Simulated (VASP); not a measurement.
## Sc: single point with PBE

The system is Sc.

```xyz
2
Lattice="3.3419 0.0000 0.0000 -1.6709 2.8368 0.0000 0.0000 0.0000 5.2680" Properties=species:S:1:pos:R:3 pbc="T T T"
Sc    0.0000    1.8912    1.3170
Sc    1.6709    0.9456    3.9510
```

This cell differs from its parent crystal: strain +0.0100 x Voigt [1, -1, 0, 0, 0, 0].

- Program: VASP 6.6.1
- Task: single point
- Functional: PBE
- Potentials or basis: VASP PAW PBE potentials, release 64 (Sc_sv)
- Cutoff: 520 eV
- k mesh: 18 × 18 × 10
- Occupations: gaussian, width 0.15 eV
- Spin: no spin polarisation

The pressure is -0.6 GPa, the largest force is 0.031 eV/Å and the band gap on the k mesh is zero (bands 11 and 12 overlap by 1.36 eV).

Forces in eV/Å, atoms in the order of the input:
```
Sc   0.000 -0.031  0.000
Sc   0.000  0.031  0.000
```

Stress tensor (GPa, compression positive):
```
-0.76  0.00  0.00
 0.00  0.68  0.00
 0.00  0.00 -1.59
```

Levels at points of the mesh, in eV from the Fermi level:
```tsv
k point	band 7	band 8	band 9	band 10	band 11	band 12	band 13	band 14	band 15	band 16
(0.00, 0.00, 0.00)	-27.88	-27.87	-5.11	-1.66	0.43	1.49	1.70	1.71	1.91	2.09
(0.50, 0.00, 0.00)	-27.96	-27.92	-1.60	-1.04	-0.68	-0.32	1.19	1.45	1.73	3.72
(0.00, 0.50, 0.00)	-27.97	-27.93	-1.55	-1.02	-0.68	-0.25	1.24	1.32	1.82	3.77
(0.00, 0.00, 0.50)	-27.91	-27.91	-3.62	-3.62	0.89	0.89	1.45	1.45	1.62	1.62
(0.50, 0.00, 0.50)	-27.96	-27.96	-1.47	-1.47	0.03	0.03	1.21	1.21	2.42	2.42
(0.00, 0.50, 0.50)	-27.97	-27.97	-1.43	-1.43	0.06	0.06	1.30	1.30	2.32	2.32
```

It took 3.7 min on 1 thread of Intel(R) Xeon(R) 6975P-C (Granite Rapids), on a shared host, peak memory 0.48 GiB.

Caveat: the cell differs from its parent crystal (strain +0.0100 x Voigt [1, -1, 0, 0, 0, 0]).
